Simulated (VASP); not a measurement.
# YGa3Te (P4mm) in VASP: further runs

YGa3Te is run at these levels: PBE; tasks: single point.

All numbers are computed with VASP 6.6.1; they aren't measurements. Logs are shortened: lines on timing, memory, paths and dates and some standing lists are left out, and cuts for length are marked.

### Step 1. The cell of the first run

It takes space group P4mm (No. 99, tetragonal). The conventional cell has a = 3.997 Å, b = 3.997 Å, c = 7.723 Å, α = 90.00°, β = 90.00°, γ = 90.00°. Within 4.1 Å of Y (site symmetry 4mm) lie 8 Ga at 3.12 to 3.72 Å and 4 Te at 3.19 Å and 4 Y at 4.00 Å. Ga (site symmetry 4mm) has 4 Ga at 2.70 Å and 1 Te at 2.79 Å and 4 Y at 3.12 Å within 3.6 Å. Ga (site symmetry 2mm) has 6 Ga at 2.70 to 2.83 Å within 3.6 Å. Within 3.7 Å of Te (site symmetry 4mm) lie 5 Ga at 2.79 to 3.70 Å and 4 Y at 3.19 Å.

### Step 2. Single point, PBE

The input, INCAR:

```
SYSTEM = YGa3Te
  ALGO = Fast
  EDIFF = 1E-6
  ENCUT = 520
  GGA = PE
  ISIF = 2
  ISMEAR = 0
  LASPH = .TRUE.
  LCHARG = .FALSE.
  LREAL = .FALSE.
  LWAVE = .FALSE.
  NBANDS = 36
  NELM = 80
  PREC = Accurate
  SIGMA = 0.1
```

The input, KPOINTS:

```
k-points
0
G
  4 4 4
  0 0 0
```

The input, POSCAR:

```
YGa3Te
1.0
    3.9973683330      0.0000000000      0.0000000000
    0.0000000000      3.9973683330      0.0000000000
    0.0000000000      0.0000000000      7.7230835865
Y Ga Te
1 3 1
Direct
    0.0000000000      0.0000000000     -0.0664838427
    0.5000000000      0.5000000000      1.1040094385
    0.0000000000      0.5000000000      0.3399173121
    0.5000000000      0.0000000000      0.3399173121
    0.5000000000      0.5000000000      0.7426397798
```

Potentials or basis: VASP PAW PBE potentials, release 64 (Y_sv, Ga_d, Te).

On the command line:

```
$ cat potpaw_PBE.64/Y_sv/POTCAR potpaw_PBE.64/Ga_d/POTCAR potpaw_PBE.64/Te/POTCAR > POTCAR
$ mpirun -np 1 vasp_std > vasp.out
```

OUTCAR:

```text
SYSTEM = YGa3Te
   EDIFF = 1E-6
   ENCUT = 520
   GGA = PE
   ISIF = 2
   ISMEAR = 0
   LASPH = .TRUE.
   LREAL = .FALSE.
   NELM = 80
   PREC = Accurate

 ion  position               nearest neighbor table
   1  0.000  0.000  0.934-   2 3.12   2 3.12   2 3.12   2 3.12   5 3.19   5 3.19   5 3.19   5 3.19

   2  0.500  0.500  0.104-   3 2.70   4 2.70   4 2.70   3 2.70   5 2.79   1 3.12   1 3.12   1 3.12
                             1 3.12
   3  0.000  0.500  0.340-   2 2.70   2 2.70   4 2.83   4 2.83   4 2.83   4 2.83
   4  0.500  0.000  0.340-   2 2.70   2 2.70   3 2.83   3 2.83   3 2.83   3 2.83
   5  0.500  0.500  0.743-   2 2.79   1 3.19   1 3.19   1 3.19   1 3.19

  LATTYP: Found a simple tetragonal cell.
 ALAT       =     3.9973683330
 C/A-ratio  =     1.9320420194

  Lattice vectors:

 A1 = (   3.9973683330,   0.0000000000,   0.0000000000)
 A2 = (   0.0000000000,   3.9973683330,   0.0000000000)
 A3 = (   0.0000000000,   0.0000000000,   7.7230835865)

Analysis of symmetry for initial positions (statically):
=====================================================================
 Subroutine PRICEL returns:
 Original cell was already a primitive cell.

 Routine SETGRP: Setting up the symmetry group for a
 simple tetragonal supercell.

 Subroutine GETGRP returns: Found  8 space group operations
 (whereof  8 operations were pure point group operations)
 out of a pool of 16 trial point group operations.

The static configuration has the point symmetry C_4v.

Analysis of symmetry for dynamics (positions and initial velocities):
=====================================================================
 Subroutine PRICEL returns:
 Original cell was already a primitive cell.

 Routine SETGRP: Setting up the symmetry group for a
 simple tetragonal supercell.

 Subroutine GETGRP returns: Found  8 space group operations
 (whereof  8 operations were pure point group operations)
 out of a pool of 16 trial point group operations.

The dynamic configuration has the point symmetry C_4v.

 Subroutine INISYM returns: Found  8 space group operations
 (whereof  8 operations are pure point group operations),
 and found     1 'primitive' translations

----------------------------------------------------------------------------------------

                                     Primitive cell

  volume of cell :     123.4068

  direct lattice vectors                    reciprocal lattice vectors
     3.997368333  0.000000000  0.000000000     0.250164587  0.000000000  0.000000000
     0.000000000  3.997368333  0.000000000     0.000000000  0.250164587  0.000000000
     0.000000000  0.000000000  7.723083586     0.000000000  0.000000000  0.129481960

  length of vectors
     3.997368333  3.997368333  7.723083586     0.250164587  0.250164587  0.129481960

  position of ions in fractional coordinates (direct lattice)
     0.000000000  0.000000000  0.933516157
     0.500000000  0.500000000  0.104009439
     0.000000000  0.500000000  0.339917312
     0.500000000  0.000000000  0.339917312
     0.500000000  0.500000000  0.742639780

  ion indices of the primitive-cell ions
   primitive index   ion index
                 1           1
                 2           2
                 3           3
                 4           4
                 5           5

----------------------------------------------------------------------------------------

 KPOINTS: k-points

Automatic generation of k-mesh.
 Grid dimensions read from file:
 generate k-points for:    4    4    4

 Generating k-lattice:

  Cartesian coordinates                     Fractional coordinates (reciprocal lattice)
     0.062541147  0.000000000  0.000000000     0.250000000  0.000000000  0.000000000
     0.000000000  0.062541147  0.000000000     0.000000000  0.250000000  0.000000000
     0.000000000  0.000000000  0.032370490     0.000000000  0.000000000  0.250000000

  Length of vectors
     0.062541147  0.062541147  0.032370490

  Shift w.r.t. Gamma in fractional coordinates (k-lattice)
     0.000000000  0.000000000  0.000000000

 Subroutine IBZKPT returns following result:
 ===========================================

 Found     18 irreducible k-points:

 Following reciprocal coordinates:
            Coordinates               Weight
  0.000000  0.000000  0.000000      1.000000
  0.250000  0.000000  0.000000      4.000000
  0.500000  0.000000  0.000000      2.000000
  0.250000  0.250000  0.000000      4.000000
  0.500000  0.250000  0.000000      4.000000
  0.500000  0.500000  0.000000      1.000000
[... 10 lines left out ...]
  0.500000  0.250000  0.500000      4.000000
  0.500000  0.500000  0.500000      1.000000
   k-points           NKPTS =     18   k-points in BZ     NKDIM =     18   number of bands    NBANDS=     36
   number of dos      NEDOS =    301   number of ions     NIONS =      5
   total plane-waves  NPLWV =  54000
   dimension x,y,z NGX =    30 NGY =   30 NGZ =   60
   dimension x,y,z NGXF=    60 NGYF=   60 NGZF=  120
   ions per type =               1   3   1
   NGX,Y,Z   is equivalent  to a cutoff of  12.48, 12.48, 12.92 a.u.
   NGXF,Y,Z  is equivalent  to a cutoff of  24.95, 24.95, 25.83 a.u.
 SYSTEM =  YGa3Te
   PREC   = accura    normal or accurate (medium, high low for compatibility)
   ISTART =      0    job   : 0-new  1-cont  2-samecut
   ICHARG =      2    charge: 1-file 2-atom 10-const
   ISPIN  =      1    spin polarized calculation?
   LNONCOLLINEAR =      F non collinear calculations
   LSORBIT =      F    spin-orbit coupling
   LASPH  =      T    aspherical Exc in radial PAW
   ENCUT  =  520.0 eV  38.22 Ry    6.18 a.u.   7.43  7.43 14.36*2*pi/ulx,y,z
   NELM   =     80;   NELMIN=  2; NELMDL= -5     # of ELM steps
   EDIFF  = 0.1E-05   stopping-criterion for ELM
   LREAL  =      F    real-space projection
   EDIFFG = 0.1E-04   stopping-criterion for IOM
   NSW    =      0    number of steps for IOM
   IBRION =     -1    ionic relax: 0-MD 1-quasi-New 2-CG
   NFREE  =      0    steps in history (QN), initial steepest desc. (CG)
   ISIF   =      2    stress and relaxation
   ISYM   =      2    0-nonsym 1-usesym 2-fastsym
   POTIM  = 0.5000    time-step for ionic-motion
   TEBEG  =    0.0;   TEEND  =   0.0 temperature during run
   PSTRESS=    0.0 pullay stress
   NELECT =      56.0000    total number of electrons
   NUPDOWN=      -1.0000    fix difference up-down
   EMIN   =  10.00;   EMAX   =-10.00  energy-range for DOS
   EFERMI =   0.00;   METHOD = LEGACY
   ISMEAR =     0;   SIGMA  =   0.10  broadening in eV -4-tet -1-fermi 0-gaus
   EFERMI_NEDOS =   21; number of points for ismear=-14 and -15
   IALGO  =     68    algorithm
   IMIX   =      4    mixing-type and parameters
     AMIX     =   0.40;   BMIX     =  1.00
     AMIX_MAG =   1.60;   BMIX_MAG =  1.00
  volume/ion in A,a.u.               =      24.68       166.56
  Fermi-wavevector in a.u.,A,eV,Ry     =   1.258030  2.377333 21.533132  1.582641
  Thomas-Fermi vector in A             =   2.391660
   LORBIT       =      0    0 simple, 1 ext, 2 COOP (PROOUT), +10 PAW based schemes
   GGA     = PE    functional components
   LHFCALC =     F    Hartree Fock is set to
   AEXX    =    0.0000 exact exchange contribution
   IVDW    =     0    specifies the selected vdW correction
   LEPSILON=     F    determine dielectric tensor
   LRPA    =     F    only Hartree local field effects (RPA)
 non-spin polarized calculation
 RMM-DIIS sequential band-by-band and
 Gauss-broadening in eV      SIGMA  =   0.10
  energy-cutoff  :      520.00
  volume of cell :      123.41
 maximum number of plane-waves:      3361
 NGX is ok and might be reduce to    30
   NGX = 15   NGY = 15   NGZ = 29

 number of electron      55.9999998 magnetization

 Free energy of the ion-electron system (eV)
  ---------------------------------------------------
  ext. energy  EPLUGINS =         0.00000000
  ---------------------------------------------------
  free energy    TOTEN  =       -20.26642968 eV

  energy without entropy =      -20.25243010  energy(sigma->0) =      -20.25942989

 E-fermi :   4.8644     XC(G=0):  -9.9551

 val. band max:        4.7828285971   @ k =   0.2500   0.0000   0.2500
 cond. band min:       4.9065120205   @ k =   0.2500   0.0000   0.0000
 fundamental gap:      0.1236834234
 Fermi energy:         4.8644209607

 k-point     1 :       0.0000    0.0000    0.0000
  band No.  band energies     occupation
      1     -38.2141      2.00000
      2     -18.2695      2.00000
      3     -18.1409      2.00000
      4     -18.1409      2.00000
      5      -9.9944      2.00000
      6      -9.9676      2.00000
[... 28 lines left out ...]
     35       8.9346      0.00000
     36       9.0183      0.00000

 k-point     2 :       0.2500    0.0000    0.0000
  band No.  band energies     occupation
      1     -38.2112      2.00000
      2     -18.2608      2.00000
      3     -18.2073      2.00000
      4     -18.1343      2.00000
      5      -9.9695      2.00000
      6      -9.9677      2.00000
[... 28 lines left out ...]
     35       8.5928      0.00000
     36      10.0781      0.00000

 k-point     3 :       0.5000    0.0000    0.0000
  band No.  band energies     occupation
      1     -38.2083      2.00000
      2     -18.2728      2.00000
      3     -18.2517      2.00000
      4     -18.1277      2.00000
      5      -9.9688      2.00000
      6      -9.9439      2.00000
[... 28 lines left out ...]
     35       8.4963      0.00000
     36       9.1459      0.00000
[... 508 lines left out ...]
 k-point    17 :       0.5000    0.2500    0.5000
  band No.  band energies     occupation
      1     -38.2055      2.00000
      2     -18.2581      2.00000
      3     -18.2451      2.00000
      4     -18.1859      2.00000
      5      -9.9522      2.00000
      6      -9.9267      2.00000
[... 28 lines left out ...]
     35       8.8400      0.00000
     36       9.1247      0.00000

 k-point    18 :       0.5000    0.5000    0.5000
  band No.  band energies     occupation
      1     -38.2028      2.00000
      2     -18.2433      2.00000
      3     -18.2433      2.00000
      4     -18.2384      2.00000
      5      -9.9272      2.00000
      6      -9.9272      2.00000
[... 28 lines left out ...]
     35       8.9883      0.00000
     36      10.2820      0.00000

------------------------ aborting loop because EDIFF is reached ----------------------------------------

  FORCE on cell =-STRESS in cart. coord.  units (eV):
  Direction    XX          YY          ZZ          XY          YZ          ZX
  --------------------------------------------------------------------------------------
  -------------------------------------------------------------------------------------
  Total        0.0620131      0.0620131      0.1603199      0.0000000      0.0000000      0.0000000
  in kB        0.8051101      0.8051101      2.0814159      0.0000000      0.0000000      0.0000000
  external PRESSURE =       1.2305454 kB  Pullay stress =       0.0000000 kB

 VOLUME and BASIS-vectors are now :
 -----------------------------------------------------------------------------
  energy-cutoff  :      520.00
  volume of cell :      123.41
      direct lattice vectors                 reciprocal lattice vectors
     3.997368333  0.000000000  0.000000000     0.250164587  0.000000000  0.000000000
     0.000000000  3.997368333  0.000000000     0.000000000  0.250164587  0.000000000
     0.000000000  0.000000000  7.723083586     0.000000000  0.000000000  0.129481960

 POSITION                                       TOTAL-FORCE (eV/Angst)
 -----------------------------------------------------------------------------------
      0.00000      0.00000      7.20962         0.000000      0.000000     -0.001028
      1.99868      1.99868      0.80327         0.000000     -0.000000     -0.010379
      0.00000      1.99868      2.62521         0.000000     -0.000000      0.006629
      1.99868      0.00000      2.62521         0.000000      0.000000      0.006629
      1.99868      1.99868      5.73547         0.000000      0.000000     -0.001851
 -----------------------------------------------------------------------------------
    total drift:                                0.000000     -0.000000      0.000643

  FREE ENERGIE OF THE ION-ELECTRON SYSTEM (eV)
  ---------------------------------------------------
  free  energy   TOTEN  =       -20.2664296803 eV

  energy  without entropy=      -20.2524300996  energy(sigma->0) =      -20.25942989
```

Wall time 2.9 min (1 thread of AMD EPYC 7R43 (Zen 3), shared host); peak memory 0.24 GiB.

Results:

* Free energy: -20.2664 eV
* Pressure: 0.1 GPa
* Largest force: 0.010 eV/Å
* Band gap on the k mesh: zero (band 28 reaches 6.17 eV, above the bottom of band 29 at 4.00 eV)

Forces on the atoms (eV/Å):
```
Y    0.000  0.000 -0.001
Ga   0.000  0.000 -0.010
Ga   0.000  0.000  0.007
Ga   0.000  0.000  0.007
Te   0.000  0.000 -0.002
```

Stress tensor (GPa, compression positive):
```
0.08 0.00 0.00
0.00 0.08 0.00
0.00 0.00 0.21
```

Caveat: the k points lie up to 0.39 Å⁻¹ apart; spin-orbit coupling is left out, which moves the levels of the heavy elements.

### Step 3. Single point, PBE

This run uses another cell than the first one, of 25.08 Å³/atom, 1.016 times its volume.

The input, INCAR:

```
SYSTEM = YGa3Te
PREC = Accurate ; ENCUT = 520
EDIFF = 1E-6 ; ISMEAR = 0
SIGMA = 0.1 ; LREAL = .False.
LASPH = .True. ; NELM = 100
ALGO = Fast ; ISIF = 2
LWAVE = .False. ; LCHARG = .True.
GGA = PE ; LELF = .True.
LVHAR = .True. ; NBANDS = 36
```

The input, KPOINTS:

```
Automatic mesh
0
Gamma
  10 10 6
  0 0 0
```

The input, POSCAR:

```
YGa3Te
1.0
    3.9826244185      0.0000000000      0.0000000000
    0.0000000000      3.9826244185      0.0000000000
    0.0000000000      0.0000000000      7.9065536509
Y Ga Te
1 3 1
Direct
    0.0000000000      0.0000000000      0.9363106448
    0.5000000000      0.5000000000      0.1057442679
    0.0000000000      0.5000000000      0.3343488621
    0.5000000000      0.0000000000      0.3343488621
    0.5000000000      0.5000000000      0.7492473630
```

Potentials or basis: VASP PAW PBE potentials, release 64 (Y_sv, Ga_d, Te).

On the command line:

```
$ cat potpaw_PBE.64/Y_sv/POTCAR potpaw_PBE.64/Ga_d/POTCAR potpaw_PBE.64/Te/POTCAR > POTCAR
$ mpirun -np 1 vasp_std > vasp.out
```

Run time: 13 min. Hardware: 1 thread of AMD EPYC 7R43 (Zen 3), shared host; peak memory 0.47 GiB.

Results (log left out):

```yaml
Free_energy: -20.4430 eV
Pressure: 0.1 GPa
Largest_force: 0.012 eV/Å
Band_gap_on_the_k_mesh: zero (band 28 reaches 5.91 eV, above the bottom of band 29 at 3.84 eV)
```

Forces on the atoms (eV/Å):
```
Y    0.000  0.000 -0.001
Ga   0.000  0.000 -0.012
Ga   0.000  0.000  0.009
Ga   0.000  0.000  0.009
Te   0.000  0.000 -0.005
```

Levels at points of the mesh, in eV from the Fermi level:
```csv
k point,band 24,band 25,band 26,band 27,band 28,band 29,band 30,band 31,band 32,band 33
"(0.00, 0.00, 0.00)",-1.46,-1.46,-0.98,-0.65,-0.65,0.25,0.26,1.85,2.46,2.58
"(0.50, 0.00, 0.00)",-4.34,-1.93,-1.89,-0.64,1.12,1.27,1.37,1.89,2.63,3.08
"(0.50, 0.50, 0.00)",-3.94,-3.74,-3.74,-2.72,-0.94,-0.94,1.45,1.81,3.35,3.35
"(0.00, 0.00, 0.50)",-1.46,-1.46,-0.90,-0.65,-0.65,0.05,1.87,2.46,2.47,2.47
"(0.50, 0.00, 0.50)",-3.95,-2.52,-1.86,-0.81,0.19,0.96,1.81,1.84,3.29,3.58
"(0.50, 0.50, 0.50)",-3.77,-3.77,-3.03,-2.66,-0.82,-0.82,-0.39,1.09,3.21,3.21
```

Caveat: spin-orbit coupling is left out, which moves the levels of the heavy elements.
